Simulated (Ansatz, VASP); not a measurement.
**NiO2: VASP beside Ansatz**

Contents of INCAR:

```
SYSTEM = NiO2
  PREC = Accurate
  ENCUT = 700
  EDIFF = 1E-6
  ISMEAR = 0
  SIGMA = 0.05
  LREAL = .FALSE.
  LASPH = .TRUE.
  NELM = 120
  ALGO = Normal
  ISIF = 2
  LWAVE = .FALSE.
  LCHARG = .FALSE.
  NBANDS = 22
  GGA_COMPAT = .FALSE.
```

Contents of KPOINTS:

```
Automatic mesh
0
G
  12 12 6
  0 0 0
```

The input POSCAR:

```
NiO2
1.0
    2.7627792314      0.0000000000      0.0000000000
   -1.3813896157      2.3926369995      0.0000000000
    0.0000000000      0.0000000000      4.2061363981
Ni O
1 2
Direct
    0.0000000000      0.0000000000      0.5000000000
    0.6666666667      0.3333333333      0.6948483030
    0.3333333333      0.6666666667      0.3051516970
```

Input for Ansatz:

```yaml
crystal:
  lattice:
    - [2.7627792314, 0.0, 0.0]
    - [-1.3813896157, 2.3926369995, 0.0]
    - [0.0, 0.0, 4.2061363981]
  atoms:
    - { symbol: Ni, position: [0.0, 0.0, 0.5] }
    - { symbol: O, position: [0.6666666667, 0.3333333333, 0.694848303] }
    - { symbol: O, position: [0.3333333333, 0.6666666667, 0.305151697] }
basis:
  ecutwfc: 520.0
kpoints:
  mp_grid: { grid: [12, 12, 6] }
hamiltonian:
  xc: lda
  pseudopotentials: { kind: paw }
scf:
  occupations: { method: gaussian, width: 0.05 }
output:
  forces: true
  stress: true
  eigenvalues: true
```

Alike in both runs: task single point; functional LDA; k mesh 12 × 12 × 6; occupations gaussian, width 0.05 eV; no spin polarisation.

|  | VASP | Ansatz |
| --- | --- | --- |
| version | VASP 6.6.1 | Ansatz 0.2.0 |
| potentials or method | VASP PAW LDA potentials, release 64 (Ni_sv_GW, O), cutoff 700 eV | scalar-relativistic, plane waves, PAW |
| valence electrons in the cell | 30 | 30 |

Ansatz gave:

```
gap on the k mesh at the Fermi level (eV)                     : 0.77
least direct gap on the mesh (eV)                             : 1.32
pressure (GPa)                                                : 18.8
traceless stress, the component that is largest in VASP (GPa) : 1.29
rms of the force components (eV/Å)                            : 1.042
```

Problem. What did VASP give for the same quantities?

Solution. gap on the k mesh at the Fermi level (eV): 0.75; least direct gap on the mesh (eV): 1.31; pressure (GPa): 20.9; traceless stress, the component that is largest in VASP (GPa): 0.00; rms of the force components (eV/Å): 1.100.

LDA's correlation is that of Perdew and Zunger in VASP and of Perdew and Wang (1992) in Ansatz. Atom by atom the forces differ by 0.058 eV/Å (rms over components).
